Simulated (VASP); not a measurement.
A run of VASP 6.6.1 is set up as follows.

The input INCAR:

```
SYSTEM = Cd
  PREC = Accurate
  ENCUT = 520
  EDIFF = 1E-7
  ISMEAR = -1
  SIGMA = 0.1
  LREAL = .FALSE.
  LASPH = .TRUE.
  NELM = 80
  ALGO = Normal
  ISIF = 2
  LWAVE = .FALSE.
  LCHARG = .TRUE.
  GGA = RE
  LELF = .TRUE.
  LVHAR = .TRUE.
  NBANDS = 32
```

Contents of KPOINTS:

```
regular mesh
0
G
  13 13 4
  0 0 0
```

POSCAR

```
Cd
1.0
    3.2735388172      0.0000000000      0.0000000000
   -1.6367694086      2.8349677760      0.0000000000
    0.0000000000      0.0000000000     10.7116881672
Cd
4
Direct
    0.0000000000      1.0000000000      0.0000000000
    0.0000000000      0.0000000000      0.5000000000
    0.3333333333      0.6666666667      0.2500000000
    0.6666666667      0.3333333333      0.7500000000
```

Potentials or basis: VASP PAW PBE potentials, release 64 (Cd).

The run is started by

```bash
$ cat potpaw_PBE.64/Cd/POTCAR > POTCAR
$ mpirun -np 1 vasp_std > vasp.out
```

Task: Estimate the pressure.

Result: -1.0 GPa.

Task: What does it give for the band gap on the k mesh?

Result: Zero (bands 24 and 25 overlap by 2.65 eV).

Stress tensor (GPa, compression positive):
```
-1.06  0.00  0.00
 0.00 -1.06  0.00
 0.00  0.00 -0.96
```

Caveat: the PAW data sets were made with another functional, which shifts forces and pressure a little.
